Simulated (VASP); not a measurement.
Here is a VASP 6.6.1 calculation.

Contents of POSCAR:

```
Ti2Co
1.0
    0.0000000000      3.5644419196      3.5644419196
    3.5644419196      0.0000000000      3.5644419196
    3.5644419196      3.5644419196      0.0000000000
Ti Co
4 2
Direct
    0.1250000000      0.1250000000      0.1250000000
    0.6250000000      0.1250000000      0.1250000000
    0.1250000000      0.1250000000      0.6250000000
    0.1250000000      0.6250000000      0.1250000000
    0.5000000000      0.5000000000      0.5000000000
    0.7500000000      0.7500000000      0.7500000000
```

File INCAR.step1:

```
SYSTEM = Ti2Co
PREC = Accurate
ENCUT = 520
ISMEAR = 0
SIGMA = 0.1
LREAL = .False.
LASPH = .True.
NELM = 150
ISPIN = 2
MAGMOM = 0.19 0.19 0.19 0.19 1.58 1.58
LMAXMIX = 4
NBANDS = 46
GGA = PE
ALGO = Normal
EDIFF = 1E-4
LWAVE = .True.
LCHARG = .False.
```

The input INCAR.step2:

```
SYSTEM = Ti2Co
PREC = Accurate
ENCUT = 520
EDIFF = 1E-6
ISMEAR = 0
SIGMA = 0.1
LREAL = .False.
LASPH = .True.
NELM = 150
ALGO = Normal
ISIF = 2
LWAVE = .False.
LCHARG = .False.
ISPIN = 2
MAGMOM = 0.19 0.19 0.19 0.19 1.58 1.58
LORBIT = 11
LMAXMIX = 4
METAGGA = R2SCAN
LMIXTAU = .True.
NBANDS = 46
ISTART = 1
```

Contents of KPOINTS:

```
regular mesh
0
Gamma
  10 10 10
  0 0 0
```

Potentials or basis: VASP PAW PBE potentials, release 64 (Ti_sv, Co).

Run with:

```bash
$ cat potpaw_PBE.64/Ti_sv/POTCAR potpaw_PBE.64/Co/POTCAR > POTCAR
$ cp INCAR.step1 INCAR
$ mpirun -np 1 vasp_std > vasp.out
$ cp INCAR.step2 INCAR
$ mpirun -np 1 vasp_std > vasp.out
```

Q: What does it give for the net moment?

A: 4.81 μB per cell.

Q: Predict the pressure.

A: 0.6 GPa.

Q: Predict the site moments.

A: Ti +0.41; Co +1.73 μB.

Caveat: the PAW data sets were made with another functional, which shifts forces and pressure a little.
